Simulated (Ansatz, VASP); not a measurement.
**Two plane-wave programs on HfC**

```
CELL_PARAMETERS angstrom
0.00000 2.32500 2.32500
2.32500 0.00000 2.32500
2.32500 2.32500 0.00000
ATOMIC_POSITIONS crystal
Hf 0.00000 0.00000 0.00000
C 0.50000 0.50000 0.50000
```

Alike in both runs: task relaxation of cell and atoms; functional PBEsol; k mesh 16 × 16 × 16; occupations fermi-dirac, width 0.08 eV; no spin polarisation.

|  | VASP | Ansatz |
| --- | --- | --- |
| version | VASP 6.6.1 | Ansatz 0.2.0 |
| potentials or method | VASP PAW PBE potentials, release 64 (Hf_pv, C) | PAW with Ansatz's default frozen-core files, scalar-relativistic |
| plane-wave cutoff (eV) | 600 | 420 |
| valence electrons in the cell | 14 | 30 |

VASP gave:

```
relaxed volume (Å³/atom)                                     : 12.20
relaxed cell length with the largest relative difference (Å) : 3.256
```

Q: Which values does Ansatz return?

A: Relaxed volume (Å³/atom): 12.23; relaxed cell length with the largest relative difference (Å): 3.258.

VASP's potentials were made for PBE, not for PBEsol. VASP's potentials hold 14 valence electrons a cell and Ansatz's 30, so a difference there can come from the potentials and not from the codes.

Spin-orbit coupling is off throughout.
